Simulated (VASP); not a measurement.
# Pd (P6_3/mmc) in VASP: a series of runs, part 2 of 2

VASP 6.6.1. The steps go on from the part before.

## Step 3: Single point, LDA

This run uses another cell than the first one, of 13.66 Å³/atom, 1.034 times its volume.

INCAR reads:

```
  PREC = Accurate
  ENCUT = 520
  EDIFF = 1E-6
  ISMEAR = -1
  SIGMA = 0.05
  LREAL = F
  LASPH = T
  NELM = 80
  ALGO = Normal
  ISIF = 2
  LWAVE = F
  LCHARG = F
  GGA = CA
  NBANDS = 17
```

KPOINTS reads:

```
regular mesh
0
Gamma
  10 10 6
```

POSCAR reads:

```
Pd
1.0
    2.6587603804      0.0000000000      0.0000000000
   -1.3293801902      2.3025540320      0.0000000000
    0.0000000000      0.0000000000      4.4639487842
Pd
2
Direct
    0.3333333333      0.6666666667      0.2500000000
    0.6666666667      0.3333333333      0.7500000000
```

Potentials or basis: VASP PAW LDA potentials, release 64 (Pd).

Run with:

```bash
$ cat potpaw_LDA.64/Pd/POTCAR > POTCAR
$ mpirun -np 1 vasp_std > vasp.out
```

OUTCAR:

```text
PREC = Accurate
   ENCUT = 520
   EDIFF = 1E-6
   ISMEAR = -1
   LREAL = F
   LASPH = T
   NELM = 80
   ISIF = 2
   GGA = CA

 ion  position               nearest neighbor table
   1  0.333  0.667  0.250-   2 2.71   2 2.71   2 2.71   2 2.71   2 2.71   2 2.71
   2  0.667  0.333  0.750-   1 2.71   1 2.71   1 2.71   1 2.71   1 2.71   1 2.71

  LATTYP: Found a hexagonal cell.
 ALAT       =     2.6587603804
 C/A-ratio  =     1.6789586670

  Lattice vectors:

 A1 = (   2.6587603804,   0.0000000000,   0.0000000000)
 A2 = (  -1.3293801902,   2.3025540320,   0.0000000000)
 A3 = (   0.0000000000,   0.0000000000,   4.4639487842)

Analysis of symmetry for initial positions (statically):
=====================================================================
 Subroutine PRICEL returns:
 Original cell was already a primitive cell.

 Routine SETGRP: Setting up the symmetry group for a
 hexagonal supercell.

 Subroutine GETGRP returns: Found 24 space group operations
 (whereof 12 operations were pure point group operations)
 out of a pool of 24 trial point group operations.

The static configuration has the point symmetry D_3d.
 The point group associated with its full space group is D_6h.

Analysis of symmetry for dynamics (positions and initial velocities):
=====================================================================
 Subroutine PRICEL returns:
 Original cell was already a primitive cell.

 Routine SETGRP: Setting up the symmetry group for a
 hexagonal supercell.

 Subroutine GETGRP returns: Found 24 space group operations
 (whereof 12 operations were pure point group operations)
 out of a pool of 24 trial point group operations.

The dynamic configuration has the point symmetry D_3d.
 The point group associated with its full space group is D_6h.

 Subroutine INISYM returns: Found 24 space group operations
 (whereof 12 operations are pure point group operations),
[... 101 lines left out ...]
   NFREE  =      0    steps in history (QN), initial steepest desc. (CG)
   ISIF   =      2    stress and relaxation
   ISYM   =      2    0-nonsym 1-usesym 2-fastsym
   POTIM  = 0.5000    time-step for ionic-motion
   TEBEG  =    0.0;   TEEND  =   0.0 temperature during run
   PSTRESS=    0.0 pullay stress
   NELECT =      20.0000    total number of electrons
   NUPDOWN=      -1.0000    fix difference up-down
   EMIN   =  10.00;   EMAX   =-10.00  energy-range for DOS
[... 5 lines left out ...]
     AMIX     =   0.40;   BMIX     =  1.00
     AMIX_MAG =   1.60;   BMIX_MAG =  1.00
  volume/ion in A,a.u.               =      13.66        92.21
  Fermi-wavevector in a.u.,A,eV,Ry     =   1.475306  2.787924 29.613455  2.176528
  Thomas-Fermi vector in A             =   2.589971
   LORBIT       =      0    0 simple, 1 ext, 2 COOP (PROOUT), +10 PAW based schemes
   GGA     = CA    functional components
   LHFCALC =     F    Hartree Fock is set to
   AEXX    =    0.0000 exact exchange contribution
   IVDW    =     0    specifies the selected vdW correction
   LEPSILON=     F    determine dielectric tensor
   LRPA    =     F    only Hartree local field effects (RPA)
 non-spin polarized calculation
  energy-cutoff  :      520.00
  volume of cell :       27.33
 maximum number of plane-waves:       756
 NGX is ok and might be reduce to    20
   NGX =  9   NGY =  9   NGZ = 17

 number of electron      20.0000001 magnetization

 Free energy of the ion-electron system (eV)
  ---------------------------------------------------
  ext. energy  EPLUGINS =         0.00000000
  ---------------------------------------------------
  free energy    TOTEN  =       -12.90054273 eV

  energy without entropy =      -12.86499590  energy(sigma->0) =      -12.88276931

 E-fermi :  10.9872     XC(G=0): -13.9848

 val. band max:       10.9860412874   @ k =   0.3000   0.0000   0.0000
 cond. band min:      11.0039826892   @ k =   0.4000   0.1000   0.0000
 fundamental gap:      0.0179414018
 Fermi energy:        10.9871741541

 k-point     1 :       0.0000    0.0000    0.0000
  band No.  band energies     occupation
      1       3.1126      2.00000
      2       4.9637      2.00000
      3       7.5477      2.00000
      4       7.8353      2.00000
      5       7.8353      2.00000
      6       8.2328      2.00000
[... 457 lines left out ...]
      4       7.1078      2.00000
      5       7.8279      2.00000
      6       8.6903      2.00000
[... 9 lines left out ...]
     16      25.4127      0.00000
     17      26.9089      0.00000

 [... further k-points ...]
[... 5 lines left out ...]
  --------------------------------------------------------------------------------------
  -------------------------------------------------------------------------------------
  Total        1.7695043      1.7695043      1.7509517      0.0000000      0.0000000      0.0000000
  in kB      103.7418470    103.7418470    102.6541523      0.0000000      0.0000000      0.0000000
  external PRESSURE =     103.3792821 kB  Pullay stress =       0.0000000 kB

 VOLUME and BASIS-vectors are now :
 -----------------------------------------------------------------------------
  energy-cutoff  :      520.00
  volume of cell :       27.33
      direct lattice vectors                 reciprocal lattice vectors
     2.658760380  0.000000000  0.000000000     0.376115128  0.217150170  0.000000000
    -1.329380190  2.302554032  0.000000000     0.000000000  0.434300340  0.000000000
     0.000000000  0.000000000  4.463948784     0.000000000  0.000000000  0.224016907

 POSITION                                       TOTAL-FORCE (eV/Angst)
 -----------------------------------------------------------------------------------
     -0.00000      1.53504      1.11599        -0.000000      0.000000      0.000000
      1.32938      0.76752      3.34796         0.000000      0.000000      0.000000
 -----------------------------------------------------------------------------------
    total drift:                               -0.000000      0.000000     -0.000000

  FREE ENERGIE OF THE ION-ELECTRON SYSTEM (eV)
  ---------------------------------------------------
  free  energy   TOTEN  =       -12.9005427312 eV

  energy  without entropy=      -12.8649958975  energy(sigma->0) =      -12.88276931
```

stdout:

```text
POSCAR found type information on POSCAR Pd
 POSCAR found :  1 types and       2 ions
 scaLAPACK will be used
 LDA part: xc-table for (Slater(with rela. corr.)+CA(PZ))
 , standard interpolation
 POSCAR, INCAR and KPOINTS ok, starting setup
 FFT: planning ... GRIDC
 FFT: planning ... GRID_SOFT
 FFT: planning ... GRID
 WAVECAR not read
 entering main loop
```

Wall time 7.4 s (1 thread of Intel Xeon 6975P-C (Granite Rapids), shared host); peak memory 0.13 GiB.

Results:

```
Free energy            : -12.9005 eV
Pressure               : 10.3 GPa
Band gap on the k mesh : zero (band 10 reaches 11.27 eV, above the bottom of band 11 at 10.20 eV)
```

Levels at points of the mesh, in eV from the Fermi level:
```
           k point  band 8  band 9  band 10  band 11  band 12  band 13
(0.00, 0.00, 0.00)   -1.86   -1.86    -0.26    -0.26     0.50     7.44
(0.50, 0.00, 0.00)    0.04    0.06     0.28     2.73     4.86    10.08
(0.00, 0.00, 0.50)   -3.18   -0.79    -0.79    -0.79    -0.79    14.48
(0.50, 0.00, 0.50)   -0.58    0.19     0.19     2.60     2.60     8.89
```
